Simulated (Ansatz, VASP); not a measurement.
Two plane-wave programs on Cr

```
Cr
1.0
     0.00000    2.54694    2.54694
     2.54694    0.00000    2.54694
     2.54694    2.54694    0.00000
Cr
2
Direct
  0.50000 0.50000 0.50000
  0.75000 0.75000 0.75000
```

Alike in both runs: functional PBE; k mesh 6 × 6 × 6; occupations gaussian, width 0.1 eV; no spin polarisation.

Ansatz relaxed the structure, and its values are those at the end. VASP's run is a single point on that final structure, the one shown.

```csv
,VASP,Ansatz
version,VASP 6.6.1,Ansatz 0.2.0
potentials or method,"VASP PAW PBE potentials, release 64 (Cr_pv), cutoff 520 eV","scalar-relativistic, plane waves, PAW"
valence electrons in the cell,24,28
```

|  | VASP | Ansatz | Ansatz less VASP |
| --- | --- | --- | --- |
| gap on the k mesh at the Fermi level (eV) | none | none | - |
| pressure (GPa) | 0.5 | 0.1 | -0.38 |

A gap of «none» marks a metal or a gap that the smearing closes. VASP's potentials hold 24 valence electrons a cell and Ansatz's 28, so a difference there can come from the potentials and not from the codes.
